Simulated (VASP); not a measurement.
# AlN (P6_3/mmc) in VASP: further runs, part 2 of 3

VASP 6.6.1. Earlier steps stand in the parts before.

## Step 3: Single point, PBEsol (volume 10.708 Å^3 an atom, c/a of the conventional cell 1.1574)

The input, INCAR:

```
PREC = Accurate ; ENCUT = 520
EDIFF = 1E-7 ; ISMEAR = 0
SIGMA = 0.05 ; LREAL = F
LASPH = T ; NELM = 80
ALGO = Normal ; ISIF = 2
LWAVE = F ; LCHARG = F
GGA = PS ; NBANDS = 16
```

The input, KPOINTS:

```
Automatic mesh
0
Gamma
  9 9 6
```

The input, POSCAR:

```
AlN
1.0
    3.4961072583      0.0000000000      0.0000000000
   -1.7480536292      3.0277177000      0.0000000000
    0.0000000000      0.0000000000      4.0463945408
Al N
2 2
Direct
    0.3333333333      0.6666666667      0.7500000000
    0.6666666667      0.3333333333      0.2500000000
    0.3333333333      0.6666666667      0.2500000000
    0.6666666667      0.3333333333      0.7500000000
```

Potentials or basis: VASP PAW PBE potentials, release 64 (Al, N).

Run with:

```console
cat potpaw_PBE.64/Al/POTCAR potpaw_PBE.64/N/POTCAR > POTCAR
mpirun -np 1 vasp_std > vasp.out
```

OUTCAR:

```text
PREC = Accurate
   ENCUT = 520
   EDIFF = 1E-7
   ISMEAR = 0
   LREAL = F
   LASPH = T
   NELM = 80
   ISIF = 2
   GGA = PS

 ion  position               nearest neighbor table
   1  0.333  0.667  0.750-   4 2.02   4 2.02   4 2.02   3 2.02   3 2.02   2 2.86   2 2.86   2 2.86
                             2 2.86   2 2.86   2 2.86
   2  0.667  0.333  0.250-   3 2.02   3 2.02   3 2.02   4 2.02   4 2.02   1 2.86   1 2.86   1 2.86
                             1 2.86   1 2.86   1 2.86
   3  0.333  0.667  0.250-   2 2.02   2 2.02   2 2.02   1 2.02   1 2.02
   4  0.667  0.333  0.750-   1 2.02   1 2.02   1 2.02   2 2.02   2 2.02

  LATTYP: Found a hexagonal cell.
 ALAT       =     3.4961072583
 C/A-ratio  =     1.1574000000

  Lattice vectors:

 A1 = (   3.4961072583,   0.0000000000,   0.0000000000)
 A2 = (  -1.7480536292,   3.0277177000,   0.0000000000)
 A3 = (   0.0000000000,   0.0000000000,   4.0463945408)

Analysis of symmetry for initial positions (statically):
=====================================================================
 Subroutine PRICEL returns:
 Original cell was already a primitive cell.

 Routine SETGRP: Setting up the symmetry group for a
 hexagonal supercell.

 Subroutine GETGRP returns: Found 24 space group operations
 (whereof 12 operations were pure point group operations)
 out of a pool of 24 trial point group operations.

The static configuration has the point symmetry D_3d.
 The point group associated with its full space group is D_6h.

Analysis of symmetry for dynamics (positions and initial velocities):
=====================================================================
 Subroutine PRICEL returns:
 Original cell was already a primitive cell.

 Routine SETGRP: Setting up the symmetry group for a
 hexagonal supercell.

 Subroutine GETGRP returns: Found 24 space group operations
 (whereof 12 operations were pure point group operations)
 out of a pool of 24 trial point group operations.

The dynamic configuration has the point symmetry D_3d.
 The point group associated with its full space group is D_6h.

 Subroutine INISYM returns: Found 24 space group operations
 (whereof 12 operations are pure point group operations),
 and found     1 'primitive' translations

----------------------------------------------------------------------------------------

                                     Primitive cell

  volume of cell :      42.8320

  direct lattice vectors                    reciprocal lattice vectors
     3.496107258  0.000000000  0.000000000     0.286032414  0.165140891  0.000000000
    -1.748053629  3.027717700  0.000000000     0.000000000  0.330281783  0.000000000
     0.000000000  0.000000000  4.046394541     0.000000000  0.000000000  0.247133588

  length of vectors
     3.496107258  3.496107258  4.046394541     0.330281783  0.330281783  0.247133588

  position of ions in fractional coordinates (direct lattice)
     0.333333333  0.666666667  0.750000000
     0.666666667  0.333333333  0.250000000
     0.333333333  0.666666667  0.250000000
     0.666666667  0.333333333  0.750000000

  ion indices of the primitive-cell ions
   primitive index   ion index
                 1           1
                 2           2
                 3           3
[... 21 lines left out ...]
     0.000000000  0.000000000  0.000000000

 Subroutine IBZKPT returns following result:
 ===========================================

 Found     48 irreducible k-points:

 Following reciprocal coordinates:
            Coordinates               Weight
  0.000000  0.000000  0.000000      1.000000
  0.111111  0.000000  0.000000      6.000000
  0.222222  0.000000  0.000000      6.000000
  0.333333  0.000000  0.000000      6.000000
  0.444444  0.000000  0.000000      6.000000
  0.111111  0.111111  0.000000      6.000000
[... 16 lines left out ...]
  0.333333  0.222222  0.166667     24.000000
  0.333333  0.333333  0.166667      4.000000
 [... further k-points ...]
   k-points           NKPTS =     48   k-points in BZ     NKDIM =     48   number of bands    NBANDS=     16
   number of dos      NEDOS =    301   number of ions     NIONS =      4
   total plane-waves  NPLWV =  23520
   dimension x,y,z NGX =    28 NGY =   28 NGZ =   30
   dimension x,y,z NGXF=    56 NGYF=   56 NGZF=   60
   ions per type =               2   2
   NGX,Y,Z   is equivalent  to a cutoff of  13.31, 13.31, 12.33 a.u.
   NGXF,Y,Z  is equivalent  to a cutoff of  26.63, 26.63, 24.65 a.u.
 SYSTEM =  unknown system
   PREC   = accura    normal or accurate (medium, high low for compatibility)
   ISTART =      0    job   : 0-new  1-cont  2-samecut
   ICHARG =      2    charge: 1-file 2-atom 10-const
   ISPIN  =      1    spin polarized calculation?
   LNONCOLLINEAR =      F non collinear calculations
   LSORBIT =      F    spin-orbit coupling
   LASPH  =      T    aspherical Exc in radial PAW
   ENCUT  =  520.0 eV  38.22 Ry    6.18 a.u.   6.50  6.50  7.52*2*pi/ulx,y,z
   NELM   =     80;   NELMIN=  2; NELMDL= -5     # of ELM steps
   EDIFF  = 0.1E-06   stopping-criterion for ELM
   LREAL  =      F    real-space projection
   EDIFFG = 0.1E-05   stopping-criterion for IOM
   NSW    =      0    number of steps for IOM
   IBRION =     -1    ionic relax: 0-MD 1-quasi-New 2-CG
   NFREE  =      0    steps in history (QN), initial steepest desc. (CG)
   ISIF   =      2    stress and relaxation
   ISYM   =      2    0-nonsym 1-usesym 2-fastsym
   POTIM  = 0.5000    time-step for ionic-motion
   TEBEG  =    0.0;   TEEND  =   0.0 temperature during run
   PSTRESS=    0.0 pullay stress
   NELECT =      16.0000    total number of electrons
   NUPDOWN=      -1.0000    fix difference up-down
   EMIN   =  10.00;   EMAX   =-10.00  energy-range for DOS
   EFERMI =   0.00;   METHOD = LEGACY
   ISMEAR =     0;   SIGMA  =   0.05  broadening in eV -4-tet -1-fermi 0-gaus
   EFERMI_NEDOS =   21; number of points for ismear=-14 and -15
   IALGO  =     38    algorithm
   IMIX   =      4    mixing-type and parameters
     AMIX     =   0.40;   BMIX     =  1.00
     AMIX_MAG =   1.60;   BMIX_MAG =  1.00
  volume/ion in A,a.u.               =      10.71        72.26
  Fermi-wavevector in a.u.,A,eV,Ry     =   1.179031  2.228046 18.913664  1.390115
  Thomas-Fermi vector in A             =   2.315350
   LORBIT       =      0    0 simple, 1 ext, 2 COOP (PROOUT), +10 PAW based schemes
   GGA     = PS    functional components
   LHFCALC =     F    Hartree Fock is set to
   AEXX    =    0.0000 exact exchange contribution
   IVDW    =     0    specifies the selected vdW correction
   LEPSILON=     F    determine dielectric tensor
   LRPA    =     F    only Hartree local field effects (RPA)
 non-spin polarized calculation
 Gauss-broadening in eV      SIGMA  =   0.05
  energy-cutoff  :      520.00
  volume of cell :       42.83
 maximum number of plane-waves:      1173
 NGX is ok and might be reduce to    28
   NGX = 13   NGY = 13   NGZ = 15

 number of electron      16.0000000 magnetization

 Free energy of the ion-electron system (eV)
  ---------------------------------------------------
  ext. energy  EPLUGINS =         0.00000000
  ---------------------------------------------------
  free energy    TOTEN  =       -30.63541327 eV

  energy without entropy =      -30.63541327  energy(sigma->0) =      -30.63541327

 E-fermi :   6.8471     XC(G=0): -11.0078

 val. band max:        6.5966504646   @ k =   0.0000   0.0000   0.0000
 cond. band min:       9.5706605890   @ k =   0.0000   0.0000   0.0000
 fundamental gap:      2.9740101243
 Fermi energy:         6.8470871138

 k-point     1 :       0.0000    0.0000    0.0000
  band No.  band energies     occupation
      1      -9.2313      2.00000
      2      -5.5235      2.00000
      3       0.6999      2.00000
      4       3.6738      2.00000
      5       3.6738      2.00000
      6       5.7070      2.00000
[... 433 lines left out ...]
      3       0.8403      2.00000
      4       1.6961      2.00000
      5       1.6961      2.00000
      6       4.6904      2.00000
[... 8 lines left out ...]
     15      18.0952      0.00000
     16      19.6877      0.00000

 [... further k-points ...]
[... 5 lines left out ...]
  --------------------------------------------------------------------------------------
  -------------------------------------------------------------------------------------
  Total       -5.3889952     -5.3889952     -2.1175542      0.0000000      0.0000000      0.0000000
  in kB     -201.5812003   -201.5812003    -79.2094065      0.0000000      0.0000000      0.0000000
  external PRESSURE =    -160.7906023 kB  Pullay stress =       0.0000000 kB

 VOLUME and BASIS-vectors are now :
 -----------------------------------------------------------------------------
  energy-cutoff  :      520.00
  volume of cell :       42.83
      direct lattice vectors                 reciprocal lattice vectors
     3.496107258  0.000000000  0.000000000     0.286032414  0.165140891  0.000000000
    -1.748053629  3.027717700  0.000000000     0.000000000  0.330281783  0.000000000
     0.000000000  0.000000000  4.046394541     0.000000000  0.000000000  0.247133588

 POSITION                                       TOTAL-FORCE (eV/Angst)
 -----------------------------------------------------------------------------------
     -0.00000      2.01848      3.03480         0.000000      0.000000      0.000000
      1.74805      1.00924      1.01160        -0.000000      0.000000      0.000000
     -0.00000      2.01848      1.01160        -0.000000      0.000000      0.000000
      1.74805      1.00924      3.03480        -0.000000     -0.000000      0.000000
 -----------------------------------------------------------------------------------
    total drift:                               -0.000000     -0.000000     -0.000000

  FREE ENERGIE OF THE ION-ELECTRON SYSTEM (eV)
  ---------------------------------------------------
  free  energy   TOTEN  =       -30.6354132660 eV

  energy  without entropy=      -30.6354132660  energy(sigma->0) =      -30.63541327
```

stdout:

```text
POSCAR found type information on POSCAR AlN
 POSCAR found :  2 types and       4 ions
 scaLAPACK will be used
 -----------------------------------------------------------------------------
|                                                                             |
|                                                                             |
|     You enforced a specific xc type in the INCAR file but a different       |
|     I HOPE YOU KNOW WHAT YOU ARE DOING!                                     |
|                                                                             |
 -----------------------------------------------------------------------------

 LDA part: xc-table for (Slater+PW92), standard interpolation
 POSCAR, INCAR and KPOINTS ok, starting setup
 FFT: planning ... GRIDC
 FFT: planning ... GRID_SOFT
 FFT: planning ... GRID
 WAVECAR not read
 entering main loop
```

Run time: 20 s. Hardware: 1 thread of Intel Xeon Platinum 8488C (Sapphire Rapids), shared host; peak memory 0.16 GiB.

Results:

```yaml
Free_energy: -30.6354 eV
Pressure: -16.1 GPa
Band_gap_on_the_k_mesh: 2.97 eV, direct
```

Caveat: the PAW data sets were made with another functional, which shifts forces and pressure a little.

## Step 4: Single point, PBEsol (volume 10.708 Å^3 an atom, c/a of the conventional cell 1.3587)

The input, INCAR:

```
SYSTEM = AlN
ALGO = Normal ; EDIFF = 1E-6
ENCUT = 520 ; GGA = PS
ISIF = 2 ; ISMEAR = 0
LASPH = .True. ; LCHARG = .False.
LREAL = .False. ; LWAVE = .False.
NBANDS = 16 ; NELM = 60
PREC = Accurate ; SIGMA = 0.05
```

The input, KPOINTS:

```
k-points
0
Gamma
  9 9 6
  0 0 0
```

The input, POSCAR:

```
AlN
1.0
    3.3141440580      0.0000000000      0.0000000000
   -1.6570720290      2.8701329460      0.0000000000
    0.0000000000      0.0000000000      4.5029275316
Al N
2 2
Direct
    0.3333333333      0.6666666667      0.7500000000
    0.6666666667      0.3333333333      0.2500000000
    0.3333333333      0.6666666667      0.2500000000
    0.6666666667      0.3333333333      0.7500000000
```

Potentials or basis: VASP PAW PBE potentials, release 64 (Al, N).

Run with:

```console
cat potpaw_PBE.64/Al/POTCAR potpaw_PBE.64/N/POTCAR > POTCAR
mpirun -np 1 vasp_std > vasp.out
```

OUTCAR:

```text
SYSTEM = AlN
   EDIFF = 1E-6
   ENCUT = 520
   GGA = PS
   ISIF = 2
   ISMEAR = 0
   LASPH = .True.
   LREAL = .False.
   NELM = 60
   PREC = Accurate

 ion  position               nearest neighbor table
   1  0.333  0.667  0.750-   4 1.91   4 1.91   4 1.91   3 2.25   3 2.25   2 2.95   2 2.95   2 2.95
                             2 2.95   2 2.95   2 2.95
   2  0.667  0.333  0.250-   3 1.91   3 1.91   3 1.91   4 2.25   4 2.25   1 2.95   1 2.95   1 2.95
                             1 2.95   1 2.95   1 2.95
   3  0.333  0.667  0.250-   2 1.91   2 1.91   2 1.91   1 2.25   1 2.25
   4  0.667  0.333  0.750-   1 1.91   1 1.91   1 1.91   2 2.25   2 2.25

  LATTYP: Found a hexagonal cell.
 ALAT       =     3.3141440580
 C/A-ratio  =     1.3587000000

  Lattice vectors:

 A1 = (   3.3141440580,   0.0000000000,   0.0000000000)
 A2 = (  -1.6570720290,   2.8701329460,   0.0000000000)
 A3 = (   0.0000000000,   0.0000000000,   4.5029275316)

Analysis of symmetry for initial positions (statically):
=====================================================================
 Subroutine PRICEL returns:
 Original cell was already a primitive cell.

 Routine SETGRP: Setting up the symmetry group for a
 hexagonal supercell.
[... 171 lines left out ...]

  energy without entropy =      -30.72154383  energy(sigma->0) =      -30.72154383

 E-fermi :   7.5126     XC(G=0): -11.0323

 val. band max:        7.2723010052   @ k =   0.0000   0.0000   0.0000
 cond. band min:       9.7184476310   @ k =   0.0000   0.0000   0.0000
 fundamental gap:      2.4461466257
 Fermi energy:         7.5126012304

 k-point     1 :       0.0000    0.0000    0.0000
  band No.  band energies     occupation
      1      -9.1282      2.00000
      2      -6.1919      2.00000
      3       0.4890      2.00000
      4       4.1722      2.00000
      5       4.1722      2.00000
      6       5.4270      2.00000
[... 433 lines left out ...]
      3       0.9471      2.00000
      4       1.6796      2.00000
      5       1.6796      2.00000
      6       3.7552      2.00000
[... 8 lines left out ...]
     15      17.6119      0.00000
     16      19.2223      0.00000

 [... further k-points ...]
[... 5 lines left out ...]
  --------------------------------------------------------------------------------------
  -------------------------------------------------------------------------------------
  Total       -3.1112778     -3.1112778     -4.4767373      0.0000000      0.0000000      0.0000000
  in kB     -116.3807155   -116.3807155   -167.4572051      0.0000000      0.0000000      0.0000000
  external PRESSURE =    -133.4062120 kB  Pullay stress =       0.0000000 kB

 VOLUME and BASIS-vectors are now :
 -----------------------------------------------------------------------------
  energy-cutoff  :      520.00
  volume of cell :       42.83
      direct lattice vectors                 reciprocal lattice vectors
     3.314144058  0.000000000  0.000000000     0.301737035  0.174207958  0.000000000
    -1.657072029  2.870132946  0.000000000     0.000000000  0.348415916  0.000000000
     0.000000000  0.000000000  4.502927532     0.000000000  0.000000000  0.222077747

 POSITION                                       TOTAL-FORCE (eV/Angst)
 -----------------------------------------------------------------------------------
     -0.00000      1.91342      3.37720        -0.000000     -0.000000     -0.000000
      1.65707      0.95671      1.12573         0.000000      0.000000     -0.000000
     -0.00000      1.91342      1.12573        -0.000000     -0.000000      0.000000
      1.65707      0.95671      3.37720         0.000000     -0.000000      0.000000
 -----------------------------------------------------------------------------------
    total drift:                               -0.000000     -0.000000     -0.000000

  FREE ENERGIE OF THE ION-ELECTRON SYSTEM (eV)
  ---------------------------------------------------
  free  energy   TOTEN  =       -30.7215438263 eV

  energy  without entropy=      -30.7215438263  energy(sigma->0) =      -30.72154383
```

OSZICAR:

```text
N       E                     dE             d eps       ncg     rms          rms(c)
DAV:   1     0.378804463965E+02    0.37880E+02   -0.72442E+03  1536   0.891E+02
DAV:   2    -0.312698877893E+02   -0.69150E+02   -0.63502E+02  2176   0.182E+02
DAV:   3    -0.347593129243E+02   -0.34894E+01   -0.34747E+01  1952   0.423E+01
DAV:   4    -0.347814750849E+02   -0.22162E-01   -0.22161E-01  1768   0.376E+00
DAV:   5    -0.347817597666E+02   -0.28468E-03   -0.28468E-03  1872   0.430E-01    0.110E+01
DAV:   6    -0.307774968818E+02    0.40043E+01   -0.84240E+00  1936   0.213E+01    0.385E+00
DAV:   7    -0.307617235384E+02    0.15773E-01   -0.55441E-01  1656   0.521E+00    0.273E+00
DAV:   8    -0.307281162095E+02    0.33607E-01   -0.89208E-02  1584   0.252E+00    0.867E-01
DAV:   9    -0.307212587475E+02    0.68575E-02   -0.15112E-02  1928   0.963E-01    0.285E-01
DAV:  10    -0.307216329566E+02   -0.37421E-03   -0.18842E-03  1744   0.293E-01    0.176E-01
DAV:  11    -0.307215446051E+02    0.88352E-04   -0.12220E-04  1792   0.841E-02    0.409E-02
DAV:  12    -0.307215438263E+02    0.77873E-06   -0.52012E-06  1760   0.189E-02
   1 F= -.30721544E+02 E0= -.30721544E+02  d E =-.540212E-14
```

stdout:

```text
POSCAR found type information on POSCAR AlN
 POSCAR found :  2 types and       4 ions
 scaLAPACK will be used
 -----------------------------------------------------------------------------
|                                                                             |
|                                                                             |
|     You enforced a specific xc type in the INCAR file but a different       |
|     I HOPE YOU KNOW WHAT YOU ARE DOING!                                     |
|                                                                             |
 -----------------------------------------------------------------------------

 LDA part: xc-table for (Slater+PW92), standard interpolation
 POSCAR, INCAR and KPOINTS ok, starting setup
 FFT: planning ... GRIDC
 FFT: planning ... GRID_SOFT
 FFT: planning ... GRID
 WAVECAR not read
 entering main loop
```

Run time: 19 s. Hardware: 1 thread of Intel Xeon Platinum 8488C (Sapphire Rapids), shared host; peak memory 0.17 GiB.

Results:

| Quantity | Value |
| --- | --- |
| Free energy | -30.7215 eV |
| Pressure | -13.3 GPa |
| Band gap on the k mesh | 2.45 eV, direct |

Levels at points of the mesh, in eV from the valence-band top:
| k point | band 5 | band 6 | band 7 | band 8 | band 9 | band 10 | band 11 | band 12 |
| --- | --- | --- | --- | --- | --- | --- | --- | --- |
| (0.00, 0.00, 0.00) | -3.10 | -1.85 | -1.85 | 0.00 | 2.45 | 3.92 | 7.98 | 7.98 |
| (0.00, 0.00, 0.50) | -2.50 | -2.50 | -2.50 | -2.50 | 4.93 | 4.93 | 8.28 | 8.28 |

Caveat: the PAW data sets were made with another functional, which shifts forces and pressure a little.

## Step 5: Single point, PBEsol (volume 10.708 Å^3 an atom, c/a of the conventional cell 1.1951)

The input, INCAR:

```
PREC = Accurate
ENCUT = 520
EDIFF = 1E-6
ISMEAR = 0
SIGMA = 0.05
LREAL = F
LASPH = T
NELM = 100
ALGO = Normal
ISIF = 2
LWAVE = F
LCHARG = F
GGA = PS
NBANDS = 16
```

The input, KPOINTS:

```
Automatic mesh
0
Gamma
  9 9 6
```

The input, POSCAR:

```
AlN
1.0
    3.4589516542      0.0000000000      0.0000000000
   -1.7294758271      2.9955400030      0.0000000000
    0.0000000000      0.0000000000      4.1337931219
Al N
2 2
Direct
    0.3333333333      0.6666666667      0.7500000000
    0.6666666667      0.3333333333      0.2500000000
    0.3333333333      0.6666666667      0.2500000000
    0.6666666667      0.3333333333      0.7500000000
```

Run with:

```console
cat potpaw_PBE.64/Al/POTCAR potpaw_PBE.64/N/POTCAR > POTCAR
mpirun -np 1 vasp_std > vasp.out
```

It took 19 s on 1 thread of Intel Xeon Platinum 8488C (Sapphire Rapids), shared host; peak memory 0.17 GiB.

The run converged. Its results:

* Free energy: -30.6930 eV
* Pressure: -16.7 GPa
* Band gap on the k mesh: 2.85 eV, direct

Stress tensor (GPa, compression positive):
```
-19.43   0.00   0.00
  0.00 -19.43   0.00
  0.00   0.00 -11.38
```

Levels at points of the mesh, in eV from the valence-band top:
```tsv
k point	band 5	band 6	band 7	band 8	band 9	band 10	band 11	band 12
(0.00, 0.00, 0.00)	-2.99	-1.11	-1.11	0.00	2.85	3.83	7.73	7.73
(0.00, 0.00, 0.50)	-2.09	-2.09	-2.09	-2.09	5.36	5.36	7.87	7.87
```

Caveat: the PAW data sets were made with another functional, which shifts forces and pressure a little.

(Continued in part 3 of 3.)
